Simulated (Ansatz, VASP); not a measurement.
SiC in VASP and in Ansatz

```
Si C
1.0
     3.07520    0.00000    0.00000
    -1.53760    2.66320    0.00000
     0.00000    0.00000    5.04817
Si C
2 2
Cartesian
  0.0000 1.7755 0.0232
  1.5376 0.8877 2.5473
  -0.1414 1.6340 2.1203
  1.5376 0.8877 4.4444
```

Alike in both runs: task single point; functional r2SCAN; k mesh 12 × 12 × 6; occupations gaussian, width 0.05 eV; no spin polarisation.

|  | VASP | Ansatz |
| --- | --- | --- |
| version | VASP 6.6.1 | Ansatz 0.2.0 |
| potentials or method | VASP PAW PBE potentials, release 64 (Si, C), cutoff 520 eV | scalar-relativistic, plane waves, PAW |
| valence electrons in the cell | 16 | 16 |

|  | VASP | Ansatz | Ansatz less VASP |
| --- | --- | --- | --- |
| gap on the k mesh at the Fermi level (eV) | 2.47 | 2.46 | -0.006 |
| least direct gap on the mesh (eV) | 4.48 | 4.48 | -0.004 |
| pressure (GPa) | 6.7 | 6.9 | +0.27 |
| traceless stress, the component that is largest in VASP (GPa) | 13.08 | 13.21 | +0.126 |
| rms of the force components (eV/Å) | 3.165 | 3.176 | +0.0113 |

VASP's potentials were made for PBE, not for r2SCAN. Atom by atom the forces differ by 0.013 eV/Å (rms over components).
